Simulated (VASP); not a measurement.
# GaSn2 (I4/mmm) in VASP: notebook

GaSn2 is run at these levels: PBE; tasks: relaxation of cell and atoms, single point.

All numbers are computed with VASP 6.6.1; they aren't measurements. Logs are shortened: lines on timing, memory, paths and dates and some standing lists are left out, and cuts for length are marked.

## Step 1: The cell of the first run

The structure is tetragonal, space group I4/mmm (No. 139). The conventional cell has a = 3.786 Å, b = 3.786 Å, c = 9.288 Å, α = 90.00°, β = 90.00°, γ = 90.00°. Within 4.1 Å of Ga (site symmetry 4/mmm) lie 10 Sn at 3.08 to 3.11 Å and 4 Ga at 3.79 Å. Sn (site symmetry 4mm) has 9 Sn at 3.06 to 3.79 Å and 5 Ga at 3.08 to 3.11 Å within 4.0 Å.

## Step 2: Relaxation of cell and atoms, PBE

INCAR

```
SYSTEM = GaSn2
ALGO     = Normal         ! electronic algorithm
EDIFF    = 1E-6           ! SCF threshold, eV
EDIFFG   = -0.04          ! ionic threshold
ENCUT    = 600            ! plane-wave cutoff, eV
GGA      = PE             ! functional
IBRION   = 2              ! ionic algorithm
ISIF     = 3              ! what is computed and relaxed
ISMEAR   = 0              ! smearing method
LASPH    = .TRUE.         ! aspherical terms in the spheres
LCHARG   = .FALSE.        ! write CHGCAR
LREAL    = .FALSE.        ! projectors in reciprocal space
LWAVE    = .FALSE.        ! write WAVECAR
NELM     = 100            ! most SCF steps
NSW      = 90             ! ionic steps
PREC     = Accurate       ! precision mode
SIGMA    = 0.1            ! smearing width, eV
```

KPOINTS

```
k-points
0
G
  6 6 6
  0 0 0
```

POSCAR

```
GaSn2
1.0
   -1.8930299340      1.8930299340      4.6438390569
    1.8930299340     -1.8930299340      4.6438390569
    1.8930299340      1.8930299340     -4.6438390569
Ga Sn
1 2
Direct
    0.0000000000      0.0000000000      0.0000000000
    0.6650000000      0.6650000000      0.0000000000
    0.3350000000      0.3350000000      0.0000000000
```

Potentials or basis: VASP PAW PBE potentials, release 64 (Ga_d, Sn_d).

The run is started by

```console
> cat potpaw_PBE.64/Ga_d/POTCAR potpaw_PBE.64/Sn_d/POTCAR > POTCAR
> mpirun -np 1 vasp_std > vasp.out
```

OUTCAR:

```text
SYSTEM = GaSn2
   EDIFF = 1E-6
   EDIFFG = -0.04
   ENCUT = 600
   GGA = PE
   IBRION = 2
   ISIF = 3
   ISMEAR = 0
   LASPH = .TRUE.
   LREAL = .FALSE.
   NELM = 100
   NSW = 90
   PREC = Accurate

 ion  position               nearest neighbor table
   1  0.000  0.000  0.000-   2 3.08   2 3.08   3 3.08   3 3.08   2 3.08   2 3.08   3 3.08   3 3.08
                             2 3.11   3 3.11
   2  0.665  0.665  0.000-   3 3.06   1 3.08   1 3.08   1 3.08   1 3.08   3 3.11   3 3.11   3 3.11
                             3 3.11   1 3.11
   3  0.335  0.335  0.000-   2 3.06   1 3.08   1 3.08   1 3.08   1 3.08   2 3.11   2 3.11   2 3.11
                             2 3.11   1 3.11

  LATTYP: Found a body centered tetragonal cell.
 ALAT       =     3.7860598680
 C/A-ratio  =     2.4531250000

  Lattice vectors:

 A1 = (  -1.8930299340,   1.8930299340,   4.6438390569)
 A2 = (   1.8930299340,  -1.8930299340,   4.6438390569)
 A3 = (   1.8930299340,   1.8930299340,  -4.6438390569)

Analysis of symmetry for initial positions (statically):
=====================================================================
 Subroutine PRICEL returns:
 Original cell was already a primitive cell.

 Routine SETGRP: Setting up the symmetry group for a
 body centered tetragonal supercell.

 Subroutine GETGRP returns: Found 16 space group operations
 (whereof 16 operations were pure point group operations)
 out of a pool of 16 trial point group operations.

The static configuration has the point symmetry D_4h.

Analysis of symmetry for dynamics (positions and initial velocities):
=====================================================================
 Subroutine PRICEL returns:
 Original cell was already a primitive cell.

 Routine SETGRP: Setting up the symmetry group for a
 body centered tetragonal supercell.

 Subroutine GETGRP returns: Found 16 space group operations
 (whereof 16 operations were pure point group operations)
 out of a pool of 16 trial point group operations.

The dynamic configuration has the point symmetry D_4h.

 Subroutine INISYM returns: Found 16 space group operations
 (whereof 16 operations are pure point group operations),
 and found     1 'primitive' translations

----------------------------------------------------------------------------------------

                                     Primitive cell

  volume of cell :      66.5659

  direct lattice vectors                    reciprocal lattice vectors
    -1.893029934  1.893029934  4.643839057     0.000000000  0.264126832  0.107669537
[... 99 lines left out ...]
   NELECT =      41.0000    total number of electrons
   NUPDOWN=      -1.0000    fix difference up-down
   EMIN   =  10.00;   EMAX   =-10.00  energy-range for DOS
   EFERMI =   0.00;   METHOD = LEGACY
   ISMEAR =     0;   SIGMA  =   0.10  broadening in eV -4-tet -1-fermi 0-gaus
   EFERMI_NEDOS =   21; number of points for ismear=-14 and -15
   IALGO  =     38    algorithm
   IMIX   =      4    mixing-type and parameters
     AMIX     =   0.40;   BMIX     =  1.00
     AMIX_MAG =   1.60;   BMIX_MAG =  1.00
  volume/ion in A,a.u.               =      22.19       149.74
  Fermi-wavevector in a.u.,A,eV,Ry     =   1.392896  2.632192 26.397476  1.940160
  Thomas-Fermi vector in A             =   2.516595
   LORBIT       =      0    0 simple, 1 ext, 2 COOP (PROOUT), +10 PAW based schemes
   GGA     = PE    functional components
   LHFCALC =     F    Hartree Fock is set to
   AEXX    =    0.0000 exact exchange contribution
   IVDW    =     0    specifies the selected vdW correction
   LEPSILON=     F    determine dielectric tensor
   LRPA    =     F    only Hartree local field effects (RPA)
 conjugate gradient relaxation of ions
 non-spin polarized calculation
 Gauss-broadening in eV      SIGMA  =   0.10
  energy-cutoff  :      600.00
  volume of cell :       66.57
 maximum number of plane-waves:      2251
 NGX is ok and might be reduce to    48
   NGX = 21   NGY = 21   NGZ = 21

--------------------------------------- Ionic step        1  -------------------------------------------

 number of electron      41.0000004 magnetization

 Free energy of the ion-electron system (eV)
  ---------------------------------------------------
  ext. energy  EPLUGINS =         0.00000000
  ---------------------------------------------------
  free energy    TOTEN  =       -10.22420259 eV

  energy without entropy =      -10.22156186  energy(sigma->0) =      -10.22288222

------------------------ aborting loop because EDIFF is reached ----------------------------------------

  FORCE on cell =-STRESS in cart. coord.  units (eV):
  Direction    XX          YY          ZZ          XY          YZ          ZX
  --------------------------------------------------------------------------------------
  -------------------------------------------------------------------------------------
  Total        2.7385790      2.7385790      4.8755672      0.0000000      0.0000000      0.0000000
  in kB       65.9149211     65.9149211    117.3501396      0.0000000      0.0000000      0.0000000
  external PRESSURE =      83.0599939 kB  Pullay stress =       0.0000000 kB
[... 172 lines left out ...]
--------------------------------------- Ionic step        6  -------------------------------------------

 number of electron      41.0000002 magnetization

 Free energy of the ion-electron system (eV)
  ---------------------------------------------------
  ext. energy  EPLUGINS =         0.00000000
  ---------------------------------------------------
  free energy    TOTEN  =       -10.43841137 eV

  energy without entropy =      -10.43357969  energy(sigma->0) =      -10.43599553

 E-fermi :   6.9586     XC(G=0): -10.3863

 val. band max:        6.9073756280   @ k =  -0.1667  -0.1667   0.1667
 cond. band min:       7.0259166741   @ k =   0.5000   0.5000   0.1667
 fundamental gap:      0.1185410461
 Fermi energy:         6.9585586805

 k-point     1 :       0.0000    0.0000    0.0000
  band No.  band energies     occupation
      1     -14.4271      2.00000
      2     -14.4241      2.00000
      3     -14.3945      2.00000
      4     -14.3899      2.00000
      5     -14.3899      2.00000
      6     -14.3620      2.00000
[... 637 lines left out ...]
     23      10.1860      0.00000
     24      10.9811      0.00000

 [... further k-points ...]

------------------------ aborting loop because EDIFF is reached ----------------------------------------

  FORCE on cell =-STRESS in cart. coord.  units (eV):
  Direction    XX          YY          ZZ          XY          YZ          ZX
  --------------------------------------------------------------------------------------
  -------------------------------------------------------------------------------------
  Total       -0.0693201     -0.0693201     -0.0501184      0.0000000     -0.0000000      0.0000000
  in kB       -1.4712142     -1.4712142     -1.0636879      0.0000000     -0.0000000      0.0000000
  external PRESSURE =      -1.3353721 kB  Pullay stress =       0.0000000 kB
[... 18 lines left out ...]
  FREE ENERGIE OF THE ION-ELECTRON SYSTEM (eV)
  ---------------------------------------------------
  free  energy   TOTEN  =       -10.4384113656 eV

  energy  without entropy=      -10.4335796884  energy(sigma->0) =      -10.43599553

 reached required accuracy - stopping structural energy minimisation
```

OSZICAR:

```text
N       E                     dE             d eps       ncg     rms          rms(c)
DAV:   1     0.313077560811E+03    0.31308E+03   -0.23672E+04  1496   0.317E+03
DAV:   2     0.216428153171E+02   -0.29143E+03   -0.28898E+03  1496   0.553E+02
[... 48 lines left out ...]
DAV:   1    -0.104388589427E+02   -0.54755E-03   -0.33553E-02  1736   0.147E+00    0.133E-01
DAV:   2    -0.104385877443E+02    0.27120E-03   -0.15558E-03  2056   0.515E-01    0.759E-02
DAV:   3    -0.104384124962E+02    0.17525E-03   -0.32575E-04  1912   0.256E-01    0.153E-02
DAV:   4    -0.104384127894E+02   -0.29324E-06   -0.81554E-05  1568   0.932E-02    0.675E-03
DAV:   5    -0.104384112075E+02    0.15819E-05   -0.65756E-06  1672   0.310E-02    0.262E-03
DAV:   6    -0.104384113656E+02   -0.15803E-06   -0.55769E-07   872   0.104E-02
   6 F= -.10438411E+02 E0= -.10435996E+02  d E =-.568041E-03
```

Run time: 7.6 min. Hardware: 1 thread of Oxide Virtual Turin-like, shared host; peak memory 0.32 GiB.

What came out:

* Free energy: -10.4384 eV
* Relaxed volume: 25.16 Å³/atom
* Relaxed cell: a = 5.639 Å, b = 5.639 Å, c = 5.639 Å, α = 139.32°, β = 139.32°, γ = 58.89°
* Space group after relaxing (to 0.05 Å): I4/mmm (No. 139)
* Energy gained by relaxing: 71.4 meV/atom
* Ionic steps: 6
* Pressure after relaxing: -0.1 GPa
* Largest force after relaxing: 0.034 eV/Å

Forces on the atoms (eV/Å):
```
Ga   0.000  0.000  0.000
Sn   0.000  0.000 -0.034
Sn   0.000  0.000  0.034
```

The path:
| step | energy change (eV) | largest force (eV/Å) | pressure (GPa) | volume (Å³) |
| --- | --- | --- | --- | --- |
| 1 | 0.0000 | 0.1232 | 8.31 | 66.57 |
| 2 | -0.1961 | 0.0512 | -1.63 | 78.25 |
| 3 | -0.2137 | 0.0594 | 0.15 | 75.18 |
| 4 | -0.2136 | 0.0578 | -0.03 | 75.36 |
| 5 | -0.2141 | 0.0419 | -0.12 | 75.45 |
| 6 | -0.2142 | 0.0338 | -0.13 | 75.49 |

Final structure:
```
CELL_PARAMETERS angstrom
-1.96036 1.96036 4.91089
1.96036 -1.96036 4.91089
1.96036 1.96036 -4.91089
ATOMIC_POSITIONS crystal
Ga 0.00000 0.00000 0.00000
Sn 0.66408 0.66408 0.00000
Sn 0.33592 0.33592 0.00000
```

Caveat: the k points lie up to 0.38 Å⁻¹ apart in the final cell; spin-orbit coupling is left out, which moves the levels of the heavy elements.

## Step 3: Single point, PBE

This run uses another cell than the first one, of 25.01 Å³/atom, 1.127 times its volume.

INCAR

```
  ALGO = Fast
  EDIFF = 1E-7
  ENCUT = 520
  GGA = PE
  ISIF = 2
  ISMEAR = 0
  LASPH = True
  LCHARG = False
  LREAL = False
  LWAVE = False
  NBANDS = 28
  NELM = 80
  PREC = Accurate
  SIGMA = 0.1
```

KPOINTS

```
k-points
0
Gamma
  16 16 16
```

POSCAR

```
GaSn2
1.0
   -1.9226854392      1.9226854392      5.0736332892
    1.9226854392     -1.9226854392      5.0736332892
    1.9226854392      1.9226854392     -5.0736332892
Ga Sn
1 2
Direct
    0.0000000000      0.0000000000      0.0000000000
    0.6603358402      0.6603358402      0.0000000000
    0.3396641598      0.3396641598      0.0000000000
```

Potentials or basis: VASP PAW PBE potentials, release 64 (Ga_d, Sn_d).

The run is started by

```console
> cat potpaw_PBE.64/Ga_d/POTCAR potpaw_PBE.64/Sn_d/POTCAR > POTCAR
> mpirun -np 1 vasp_std > vasp.out
```

OUTCAR:

```text
EDIFF = 1E-7
   ENCUT = 520
   GGA = PE
   ISIF = 2
   ISMEAR = 0
   LASPH = True
   LREAL = False
   NELM = 80
   PREC = Accurate

 ion  position               nearest neighbor table
   1  0.000  0.000  0.000-   3 3.17   2 3.17   2 3.17   2 3.17   2 3.17   3 3.17   3 3.17   3 3.17

   2  0.660  0.660  0.000-   1 3.17   1 3.17   1 3.17   1 3.17   3 3.25   3 3.27   3 3.27   3 3.27
                             3 3.27
   3  0.340  0.340  0.000-   1 3.17   1 3.17   1 3.17   1 3.17   2 3.25   2 3.27   2 3.27   2 3.27
[... 944 lines left out ...]

  FORCE on cell =-STRESS in cart. coord.  units (eV):
  Direction    XX          YY          ZZ          XY          YZ          ZX
  --------------------------------------------------------------------------------------
  -------------------------------------------------------------------------------------
  Total        0.0229499      0.0229499      0.0237481      0.0000000      0.0000000      0.0000000
  in kB        0.4901135      0.4901135      0.5071581      0.0000000      0.0000000      0.0000000
  external PRESSURE =       0.4957950 kB  Pullay stress =       0.0000000 kB

 VOLUME and BASIS-vectors are now :
 -----------------------------------------------------------------------------
  energy-cutoff  :      520.00
  volume of cell :       75.02
      direct lattice vectors                 reciprocal lattice vectors
    -1.922685439  1.922685439  5.073633289     0.000000000  0.260052939  0.098548707
     1.922685439 -1.922685439  5.073633289     0.260052939  0.000000000  0.098548707
     1.922685439  1.922685439 -5.073633289     0.260052939  0.260052939  0.000000000

 POSITION                                       TOTAL-FORCE (eV/Angst)
 -----------------------------------------------------------------------------------
      0.00000      0.00000      0.00000         0.000000      0.000000     -0.000000
      0.00000      0.00000      6.70060        -0.000000     -0.000000      0.001738
      0.00000      0.00000      3.44666         0.000000      0.000000     -0.001738
 -----------------------------------------------------------------------------------
    total drift:                               -0.000000     -0.000000      0.000000

  FREE ENERGIE OF THE ION-ELECTRON SYSTEM (eV)
  ---------------------------------------------------
  free  energy   TOTEN  =       -10.3935871194 eV

  energy  without entropy=      -10.3863891797  energy(sigma->0) =      -10.38998815
```

It took 47 min on 1 thread of Oxide Virtual Turin-like, shared host; peak memory 0.78 GiB.

Results:

```
Free energy : -10.3936 eV
Pressure    : 0.0 GPa
```

Caveat: spin-orbit coupling is left out, which moves the levels of the heavy elements.
